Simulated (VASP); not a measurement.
The system is SnSe2.

```xyz
3
Lattice="3.8252 0.0000 0.0000 -1.9126 3.3127 0.0000 0.0000 0.0000 6.2269" Properties=species:S:1:pos:R:3 pbc="T T T"
Sn    0.0000    0.0000    0.0000
Se    1.9126    1.1042    4.6510
Se    0.0000    2.2085    1.5759
```

Base run:

```yaml
Program: VASP 6.6.1
Functional: PBE
Potentials_or_basis: VASP PAW PBE potentials, release 64 (Sn_d, Se)
Cutoff: 520 eV
k_mesh: 6 × 6 × 4
Occupations: gaussian, width 0.01 eV
Spin: no spin polarisation
```

Its results: band gap on the k mesh 0.79 eV, indirect (least direct gap 1.12 eV); pressure 3.0 GPa; largest force 0.262 eV/Å.

Question: The run is repeated on the same cell with these changes: functional from PBE to r2SCAN. What comes out?

Answer: Band gap on the k mesh 1.07 eV, indirect (least direct gap 1.51 eV); pressure 1.0 GPa; largest force 0.025 eV/Å.

r2SCAN gives the wider gap, since meta-GGAs in the generalised Kohn-Sham scheme recover part of the derivative discontinuity.

Caveats: spin-orbit coupling is left out, which moves the levels of the heavy elements; this functional lacks dispersion, which binds the layers, so the pressure and a relaxed spacing across them are unreliable (some runs); the PAW data sets were made with another functional, which shifts forces and pressure a little (some runs).

A k mesh can miss the band edges.
